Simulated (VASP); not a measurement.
Runs of VASP 6.6.1 on RuS2. The structure is that of space group Pa-3 (No. 205), or close to it. The cells are those of the table. 

| cell | gap on the mesh (eV) | pressure (GPa) | largest force (eV/Å) |
| --- | --- | --- | --- |
| a = 5.611 Å, 12 atoms | 0.74 | 3.4 | 0.21 |
| a = 5.535 Å, 12 atoms | 0.73 | (b) | 0.22 |
| a = 5.496 Å, 12 atoms | 0.72 | 17.0 | 0.22 |
| a = 5.573 Å, 12 atoms | 0.74 | 7.4 | 0.21 |
| a = 5.648 Å, 12 atoms | 0.75 | (a) | 0.20 |

Alike in all rows: task single point; level PBE; potentials or basis VASP PAW PBE potentials, release 64 (Ru_pv, S); no spin polarisation; k mesh 5 × 5 × 5; cutoff (eV) 520; smearing fermi-dirac 0.05 eV.

Estimate the missing entries.

(a) -0.2; (b) 11.9.

Caveats: an odd mesh through Γ misses points on the zone boundary, where band edges can lie; the cell stands under pressure (at least some runs).

A k mesh can miss the band edges, and the runs leave out spin-orbit coupling on Ru.
